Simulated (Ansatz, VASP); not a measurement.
**One calculation of Nb, two programs**

The input POSCAR:

```
Nb
1.0
    0.0000000000      2.1150000000      2.1150000000
    2.1150000000      0.0000000000      2.1150000000
    2.1150000000      2.1150000000      0.0000000000
Nb
1
Direct
    0.0000000000      0.0000000000      0.0000000000
```

Contents of INCAR.step1:

```
SYSTEM = Nb
PREC = Accurate
ENCUT = 520
ISMEAR = -1
SIGMA = 0.05
LREAL = .False.
LASPH = .True.
NELM = 150
MAGMOM = 0 0 0
LSORBIT = .True.
GGA_COMPAT = .False.
LMAXMIX = 4
NBANDS = 24
GGA = PE
ALGO = Normal
EDIFF = 1E-4
LWAVE = .True.
LCHARG = .False.
```

File INCAR.step2:

```
SYSTEM = Nb
PREC = Accurate
ENCUT = 520
EDIFF = 1E-7
ISMEAR = -1
SIGMA = 0.05
LREAL = .False.
LASPH = .True.
NELM = 150
ALGO = Normal
ISIF = 2
LWAVE = .False.
LCHARG = .True.
MAGMOM = 0 0 0
LORBIT = 11
LSORBIT = .True.
GGA_COMPAT = .False.
LORBMOM = .True.
LMAXMIX = 4
METAGGA = R2SCAN
LMIXTAU = .True.
LVHAR = .True.
NBANDS = 24
ISTART = 1
```

Contents of KPOINTS:

```
regular mesh
0
Gamma
  8 8 8
  0 0 0
```

input.yaml

```yaml
crystal:
  lattice:
    - [0.0, 2.115, 2.115]
    - [2.115, 0.0, 2.115]
    - [2.115, 2.115, 0.0]
  atoms:
    - { symbol: Nb, position: [0.0, 0.0, 0.0] }
hamiltonian:
  xc: r2scan
  pseudopotentials: { kind: paw_fr }
magnetization:
  noncollinear: true
  spin_orbit: true
kpoints:
  mp_grid: { grid: [8, 8, 8] }
  band_path:
    path:
      - [[0.0, 0.0, 0.0], [0.5, 0.0, 0.5], [0.5, 0.25, 0.75], [0.375, 0.375, 0.75], [0.0, 0.0, 0.0], [0.5, 0.5, 0.5], [0.625, 0.25, 0.625], [0.5, 0.25, 0.75], [0.5, 0.5, 0.5], [0.375, 0.375, 0.75]]
      - [[0.625, 0.25, 0.625], [0.5, 0.0, 0.5]]
    npoints: 14
scf:
  occupations: { method: fermi_dirac, width: 0.05 }
  n_extra_bands: 6
output:
  forces: true
  stress: true
  eigenvalues: true
  fatbands: true
  write_density: true
  write_potential: true
  elf: true
  volumetric_format: npy
```

Alike in both runs: functional r2SCAN; k mesh 8 × 8 × 8; occupations fermi-dirac, width 0.05 eV; non-collinear spin, spin-orbit coupling.

```csv
,VASP,Ansatz
version,VASP 6.6.1,Ansatz 0.2.0
potentials or method,"VASP PAW PBE potentials, release 64 (Nb_sv)",Ansatz PAW
plane-wave cutoff (eV),520,500
valence electrons in the cell,13,13
task,single point,band structure
```

Ansatz gave:

- pressure (GPa): -2.5
- net moment per atom (μB): 0.00

Problem. Which values does VASP return?

Solution. Pressure (GPa): -2.8; net moment per atom (μB): 0.00.

VASP's potentials were made for PBE, not for r2SCAN. With one functional, cell and mesh, what is left measures potentials, basis and numerics.
